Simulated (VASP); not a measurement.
# GeCN2 (R-3m) in VASP: a series of runs

The runs below take GeCN2 through single point, with LDA.

Everything below comes from runs of VASP 6.6.1. Logs are shortened: lines on timing, memory, paths and dates and some standing lists are left out, and cuts for length are marked.

## 1. The cell of the first run

It takes space group R-3m (No. 166, trigonal). Conventional cell: a = 3.564 Å, b = 3.564 Å, c = 14.667 Å, α = 90.00°, β = 90.00°, γ = 120.00°. Ge (site symmetry -3m) has 6 N at 2.39 Å and 6 C at 3.20 Å within 3.2 Å. N (site symmetry 3m) has 1 C at 1.23 Å within 1.6 Å. C (site symmetry -3m) has 2 N at 1.23 Å within 1.6 Å.

## 2. Single point, LDA (volume scaled by 0.98)

Contents of INCAR:

```
SYSTEM = GeCN2
PREC = Accurate
ENCUT = 520
EDIFF = 1E-6
ISMEAR = -1
SIGMA = 0.05
LREAL = .False.
LASPH = .True.
NELM = 60
ALGO = Normal
ISIF = 2
LWAVE = .False.
LCHARG = .False.
NBANDS = 22
```

Contents of KPOINTS:

```
Automatic mesh
0
Gamma
  9 9 9
  0 0 0
```

Contents of POSCAR:

```
GeCN2
1.0
    1.7817511454      1.0286945034      4.8889229472
   -1.7817511454      1.0286945034      4.8889229472
    0.0000000000     -2.0573890068      4.8889229472
Ge N C
1 2 1
Direct
    0.0000000000      0.0000000000      0.0000000000
    0.5839044000      0.5839044000      0.5839044000
    0.4160956000      0.4160956000      0.4160956000
    0.5000000000      0.5000000000      0.5000000000
```

Potentials or basis: VASP PAW LDA potentials, release 64 (Ge_d, N, C).

Command:

```console
> cat potpaw_LDA.64/Ge_d/POTCAR potpaw_LDA.64/N/POTCAR potpaw_LDA.64/C/POTCAR > POTCAR
> mpirun -np 1 vasp_std > vasp.out
```

OUTCAR:

```text
SYSTEM = GeCN2
   PREC = Accurate
   ENCUT = 520
   EDIFF = 1E-6
   ISMEAR = -1
   LREAL = .False.
   LASPH = .True.
   NELM = 60
   ISIF = 2

 ion  position               nearest neighbor table
   1  0.000  0.000  0.000-
   2  0.584  0.584  0.584-   4 1.23
   3  0.416  0.416  0.416-   4 1.23
   4  0.500  0.500  0.500-   2 1.23   3 1.23

  LATTYP: Found a trigonal (rhomboedric) cell.
 ALAT       =     5.3041886382
 COS(alpha) =     0.7743235887

  Lattice vectors:

 A1 = (   1.7817511454,   1.0286945034,   4.8889229472)
 A2 = (  -1.7817511454,   1.0286945034,   4.8889229472)
 A3 = (   0.0000000000,  -2.0573890068,   4.8889229472)

Analysis of symmetry for initial positions (statically):
=====================================================================
 Subroutine PRICEL returns:
 Original cell was already a primitive cell.

 Routine SETGRP: Setting up the symmetry group for a
 trigonal (rhombohedral) supercell.

 Subroutine GETGRP returns: Found 12 space group operations
 (whereof 12 operations were pure point group operations)
 out of a pool of 12 trial point group operations.

The static configuration has the point symmetry D_3d.

Analysis of symmetry for dynamics (positions and initial velocities):
=====================================================================
 Subroutine PRICEL returns:
 Original cell was already a primitive cell.

 Routine SETGRP: Setting up the symmetry group for a
 trigonal (rhombohedral) supercell.

 Subroutine GETGRP returns: Found 12 space group operations
 (whereof 12 operations were pure point group operations)
 out of a pool of 12 trial point group operations.

The dynamic configuration has the point symmetry D_3d.

 Subroutine INISYM returns: Found 12 space group operations
 (whereof 12 operations are pure point group operations),
 and found     1 'primitive' translations

----------------------------------------------------------------------------------------

                                     Primitive cell

  volume of cell :      53.7648

  direct lattice vectors                    reciprocal lattice vectors
     1.781751145  1.028694503  4.888922947     0.280622803  0.162017651  0.068181343
    -1.781751145  1.028694503  4.888922947    -0.280622803  0.162017651  0.068181343
     0.000000000 -2.057389007  4.888922947     0.000000000 -0.324035301  0.068181343

  length of vectors
     5.304188638  5.304188638  5.304188638     0.331130748  0.331130748  0.331130748

  position of ions in fractional coordinates (direct lattice)
     0.000000000  0.000000000  0.000000000
     0.583904400  0.583904400  0.583904400
     0.416095600  0.416095600  0.416095600
     0.500000000  0.500000000  0.500000000

  ion indices of the primitive-cell ions
   primitive index   ion index
                 1           1
                 2           2
                 3           3
                 4           4

----------------------------------------------------------------------------------------

 KPOINTS: Automatic mesh

Automatic generation of k-mesh.
 Grid dimensions read from file:
 generate k-points for:    9    9    9

 Generating k-lattice:

  Cartesian coordinates                     Fractional coordinates (reciprocal lattice)
     0.031180311  0.018001961  0.007575705     0.111111111  0.000000000 -0.000000000
    -0.031180311  0.018001961  0.007575705     0.000000000  0.111111111 -0.000000000
     0.000000000 -0.036003922  0.007575705    -0.000000000 -0.000000000  0.111111111

  Length of vectors
     0.036792305  0.036792305  0.036792305

  Shift w.r.t. Gamma in fractional coordinates (k-lattice)
     0.000000000  0.000000000  0.000000000

 Subroutine IBZKPT returns following result:
 ===========================================

 Found     85 irreducible k-points:

 Following reciprocal coordinates:
            Coordinates               Weight
  0.000000  0.000000  0.000000      1.000000
  0.111111  0.000000  0.000000      6.000000
  0.222222  0.000000  0.000000      6.000000
  0.333333  0.000000 -0.000000      6.000000
  0.444444  0.000000  0.000000      6.000000
  0.111111  0.111111  0.000000      6.000000
[... 16 lines left out ...]
 -0.333333  0.333333  0.000000      6.000000
  0.444444  0.444444  0.000000      6.000000
 [... further k-points ...]
   k-points           NKPTS =     85   k-points in BZ     NKDIM =     85   number of bands    NBANDS=     22
   number of dos      NEDOS =    301   number of ions     NIONS =      4
   total plane-waves  NPLWV =  64000
   dimension x,y,z NGX =    40 NGY =   40 NGZ =   40
   dimension x,y,z NGXF=    80 NGYF=   80 NGZF=   80
   ions per type =               1   2   1
   NGX,Y,Z   is equivalent  to a cutoff of  12.54, 12.54, 12.54 a.u.
   NGXF,Y,Z  is equivalent  to a cutoff of  25.07, 25.07, 25.07 a.u.
 SYSTEM =  GeCN2
   PREC   = accura    normal or accurate (medium, high low for compatibility)
   ISTART =      0    job   : 0-new  1-cont  2-samecut
   ICHARG =      2    charge: 1-file 2-atom 10-const
   ISPIN  =      1    spin polarized calculation?
   LNONCOLLINEAR =      F non collinear calculations
   LSORBIT =      F    spin-orbit coupling
   LASPH  =      T    aspherical Exc in radial PAW
   ENCUT  =  520.0 eV  38.22 Ry    6.18 a.u.   9.86  9.86  9.86*2*pi/ulx,y,z
   NELM   =     60;   NELMIN=  2; NELMDL= -5     # of ELM steps
   EDIFF  = 0.1E-05   stopping-criterion for ELM
   LREAL  =      F    real-space projection
   EDIFFG = 0.1E-04   stopping-criterion for IOM
   NSW    =      0    number of steps for IOM
   IBRION =     -1    ionic relax: 0-MD 1-quasi-New 2-CG
   NFREE  =      0    steps in history (QN), initial steepest desc. (CG)
   ISIF   =      2    stress and relaxation
   ISYM   =      2    0-nonsym 1-usesym 2-fastsym
   POTIM  = 0.5000    time-step for ionic-motion
   TEBEG  =    0.0;   TEEND  =   0.0 temperature during run
   PSTRESS=    0.0 pullay stress
   NELECT =      28.0000    total number of electrons
   NUPDOWN=      -1.0000    fix difference up-down
   EMIN   =  10.00;   EMAX   =-10.00  energy-range for DOS
   EFERMI =   0.00;   METHOD = LEGACY
   ISMEAR =    -1;   SIGMA  =   0.05  broadening in eV -4-tet -1-fermi 0-gaus
   EFERMI_NEDOS =   21; number of points for ismear=-14 and -15
   IALGO  =     38    algorithm
   IMIX   =      4    mixing-type and parameters
     AMIX     =   0.40;   BMIX     =  1.00
     AMIX_MAG =   1.60;   BMIX_MAG =  1.00
  volume/ion in A,a.u.               =      13.44        90.71
  Fermi-wavevector in a.u.,A,eV,Ry     =   1.317129  2.489012 23.603767  1.734828
  Thomas-Fermi vector in A             =   2.447192
   LORBIT       =      0    0 simple, 1 ext, 2 COOP (PROOUT), +10 PAW based schemes
   GGA     = CA    functional components
   LHFCALC =     F    Hartree Fock is set to
   AEXX    =    0.0000 exact exchange contribution
   IVDW    =     0    specifies the selected vdW correction
   LEPSILON=     F    determine dielectric tensor
   LRPA    =     F    only Hartree local field effects (RPA)
 non-spin polarized calculation
  energy-cutoff  :      520.00
  volume of cell :       53.76
 maximum number of plane-waves:      1470
   NGX = 19   NGY = 19   NGZ = 19

 number of electron      28.0000008 magnetization

 Free energy of the ion-electron system (eV)
  ---------------------------------------------------
  ext. energy  EPLUGINS =         0.00000000
  ---------------------------------------------------
  free energy    TOTEN  =       -32.19982324 eV

  energy without entropy =      -32.19982148  energy(sigma->0) =      -32.19982236

 E-fermi :   3.9462     XC(G=0): -10.2781

 val. band max:        3.4443942343   @ k =  -0.4444  -0.4444   0.2222
 cond. band min:       4.3520057334   @ k =   0.4444   0.4444   0.4444
 fundamental gap:      0.9076114990
 Fermi energy:         3.9462270456

 k-point     1 :       0.0000    0.0000    0.0000
  band No.  band energies     occupation
      1     -21.2971      2.00000
      2     -21.2932      2.00000
      3     -21.2932      2.00000
      4     -21.2834      2.00000
      5     -21.2834      2.00000
      6     -15.7392      2.00000
[... 14 lines left out ...]
     21      13.5489      0.00000
     22      14.0401      0.00000

 k-point     2 :       0.1111    0.0000    0.0000
  band No.  band energies     occupation
      1     -21.2963      2.00000
      2     -21.2939      2.00000
      3     -21.2912      2.00000
      4     -21.2849      2.00000
      5     -21.2837      2.00000
      6     -15.6966      2.00000
[... 14 lines left out ...]
     21      12.6711      0.00000
     22      13.9785      0.00000

 k-point     3 :       0.2222    0.0000    0.0000
  band No.  band energies     occupation
      1     -21.2992      2.00000
      2     -21.2916      2.00000
      3     -21.2874      2.00000
      4     -21.2867      2.00000
      5     -21.2836      2.00000
      6     -15.5855      2.00000
[... 14 lines left out ...]
     21      11.5003      0.00000
     22      14.7186      0.00000

 k-point     4 :       0.3333    0.0000   -0.0000
  band No.  band energies     occupation
      1     -21.3044      2.00000
      2     -21.2922      2.00000
      3     -21.2862      2.00000
      4     -21.2853      2.00000
      5     -21.2788      2.00000
      6     -15.4538      2.00000
[... 14 lines left out ...]
     21      11.7388      0.00000
     22      15.1275      0.00000

 k-point     5 :       0.4444    0.0000    0.0000
  band No.  band energies     occupation
      1     -21.3081      2.00000
      2     -21.2936      2.00000
      3     -21.2867      2.00000
      4     -21.2825      2.00000
      5     -21.2749      2.00000
      6     -15.3644      2.00000
[... 14 lines left out ...]
     21      12.8067      0.00000
     22      14.7746      0.00000

 k-point     6 :       0.1111    0.1111    0.0000
  band No.  band energies     occupation
      1     -21.2963      2.00000
      2     -21.2939      2.00000
      3     -21.2912      2.00000
      4     -21.2849      2.00000
      5     -21.2837      2.00000
      6     -15.6897      2.00000
[... 14 lines left out ...]
     21      12.6215      0.00000
     22      13.9648      0.00000

 k-point     7 :       0.2222    0.1111    0.0000
  band No.  band energies     occupation
      1     -21.2962      2.00000
      2     -21.2945      2.00000
      3     -21.2874      2.00000
      4     -21.2869      2.00000
      5     -21.2839      2.00000
      6     -15.6072      2.00000
[... 324 lines left out ...]
      6     -15.4066      2.00000
[... 14 lines left out ...]
     21      12.3836      0.00000
     22      14.8738      0.00000

 k-point    21 :       0.4444    0.3333    0.0000
  band No.  band energies     occupation
      1     -21.3055      2.00000
      2     -21.2925      2.00000
      3     -21.2876      2.00000
      4     -21.2844      2.00000
      5     -21.2770      2.00000
      6     -15.3350      2.00000
[... 14 lines left out ...]
     21      12.8919      0.00000
     22      15.1746      0.00000

 k-point    22 :      -0.4444    0.3333   -0.0000
  band No.  band energies     occupation
      1     -21.3023      2.00000
      2     -21.2915      2.00000
      3     -21.2894      2.00000
      4     -21.2844      2.00000
      5     -21.2788      2.00000
      6     -15.2845      2.00000
[... 14 lines left out ...]
     21      13.6804      0.00000
     22      14.4946      0.00000

 k-point    23 :      -0.3333    0.3333    0.0000
  band No.  band energies     occupation
      1     -21.2972      2.00000
      2     -21.2963      2.00000
      3     -21.2852      2.00000
      4     -21.2836      2.00000
      5     -21.2836      2.00000
      6     -15.2794      2.00000
[... 14 lines left out ...]
     21      13.3456      0.00000
     22      14.2227      0.00000

 k-point    24 :       0.4444    0.4444    0.0000
  band No.  band energies     occupation
      1     -21.3091      2.00000
      2     -21.2940      2.00000
      3     -21.2865      2.00000
      4     -21.2824      2.00000
      5     -21.2749      2.00000
      6     -15.3021      2.00000
[... 14 lines left out ...]
     21      12.5940      0.00000
     22      15.3704      0.00000

 [... further k-points ...]

------------------------ aborting loop because EDIFF is reached ----------------------------------------

  FORCE on cell =-STRESS in cart. coord.  units (eV):
  Direction    XX          YY          ZZ          XY          YZ          ZX
  --------------------------------------------------------------------------------------
  -------------------------------------------------------------------------------------
  Total       -1.6004493     -1.6004493     -0.7000864      0.0000000     -0.0000000      0.0000000
  in kB      -47.6929962    -47.6929962    -20.8624025      0.0000000     -0.0000000      0.0000000
  external PRESSURE =     -38.7494649 kB  Pullay stress =       0.0000000 kB

 VOLUME and BASIS-vectors are now :
 -----------------------------------------------------------------------------
  energy-cutoff  :      520.00
  volume of cell :       53.76
      direct lattice vectors                 reciprocal lattice vectors
     1.781751145  1.028694503  4.888922947     0.280622803  0.162017651  0.068181343
    -1.781751145  1.028694503  4.888922947    -0.280622803  0.162017651  0.068181343
     0.000000000 -2.057389007  4.888922947     0.000000000 -0.324035301  0.068181343

 POSITION                                       TOTAL-FORCE (eV/Angst)
 -----------------------------------------------------------------------------------
      0.00000      0.00000      0.00000        -0.000000      0.000000      0.000000
      0.00000      0.00000      8.56399        -0.000000      0.000000      0.404236
      0.00000      0.00000      6.10278        -0.000000     -0.000000     -0.404236
      0.00000      0.00000      7.33338         0.000000      0.000000      0.000000
 -----------------------------------------------------------------------------------
    total drift:                               -0.000000      0.000000     -0.000000

  FREE ENERGIE OF THE ION-ELECTRON SYSTEM (eV)
  ---------------------------------------------------
  free  energy   TOTEN  =       -32.1998232384 eV

  energy  without entropy=      -32.1998214828  energy(sigma->0) =      -32.19982236
```

Run time: 62 s. Hardware: 1 thread of Intel Xeon 6975P-C (Granite Rapids), shared host; peak memory 0.26 GiB.

Results:

```yaml
Free_energy: -32.1998 eV
Pressure: -3.9 GPa
Largest_force: 0.404 eV/Å
Band_gap_on_the_k_mesh: 0.91 eV, indirect (least direct gap 1.67 eV)
```

Forces in eV/Å, atoms in the order of the input:
```
Ge   0.000  0.000  0.000
N    0.000  0.000  0.404
N    0.000  0.000 -0.404
C    0.000  0.000  0.000
```

Stress tensor (GPa, compression positive):
```
-4.77  0.00  0.00
 0.00 -4.77  0.00
 0.00  0.00 -2.09
```

 A k mesh can miss the band edges.

[end of part 1 of 2]
